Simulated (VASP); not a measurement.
Wanted: the native input for a VASP 6.6.1 run.

* Task: relaxation of cell and atoms
* Functional: PBE
* Potentials or basis: VASP PAW PBE potentials, release 64 (Al, Ga_d, As)
* Cutoff: 600 eV
* k mesh: 4 × 4 × 4
* Occupations: gaussian, width 0.1 eV
* Spin: no spin polarisation
* Dipole correction: no
* Further INCAR settings: ALGO = Normal; EDIFF = 1e-06; IBRION = 2; EDIFFG = -0.04; NSW = 90; ISIF = 3

The structure of AlGa3As4 lies in POSCAR:

```
AlGa3As4
1.0
    5.5041080800      0.0000000000      0.0000000000
    0.0000000000      5.5041080800      0.0000000000
    0.0000000000      0.0000000000      5.5041080800
Al Ga As
1 3 4
Direct
    0.5000000000      0.5000000000      0.5000000000
    0.5000000000      0.0000000000      0.0000000000
    0.0000000000      0.0000000000      0.5000000000
    0.0000000000      0.5000000000      0.0000000000
    0.7500000000      0.2500000000      0.7500000000
    0.7500000000      0.7500000000      0.2500000000
    0.2500000000      0.2500000000      0.2500000000
    0.2500000000      0.7500000000      0.7500000000
```

One way to write it, as run:

INCAR

```
PREC = Accurate
ENCUT = 600
EDIFF = 1E-6
ISMEAR = 0
SIGMA = 0.1
LREAL = F
LASPH = T
NELM = 100
ALGO = Normal
ISIF = 3
LWAVE = F
LCHARG = F
GGA = PE
IBRION = 2
NSW = 90
EDIFFG = -0.04
```

KPOINTS

```
regular mesh
0
Gamma
  4 4 4
```

Potentials or basis: VASP PAW PBE potentials, release 64 (Al, Ga_d, As).

Launch:

```console
$ cat potpaw_PBE.64/Al/POTCAR potpaw_PBE.64/Ga_d/POTCAR potpaw_PBE.64/As/POTCAR > POTCAR
$ mpirun -np 1 vasp_std > vasp.out
```

It gave:

```json
{"Relaxed volume": "23.64 Å³/atom", "Relaxed cell": "a = 5.740 Å, b = 5.740 Å, c = 5.740 Å, α = 90.00°, β = 90.00°, γ = 90.00°", "Space group after relaxing (to 0.1 Å)": "P-43m (No. 215)", "Energy gained by relaxing": "85.7 meV/atom", "Ionic steps": "5", "Pressure after relaxing": "0.2 GPa", "Band gap on the k mesh": "0.54 eV"}
```

Caveat: semilocal functionals underestimate gaps, and a narrow one can read as zero.

Wall time 2.7 min on 1 thread of Intel(R) Xeon(R) 6975P-C (Granite Rapids), with other jobs on the host, peak memory 0.37 GiB.
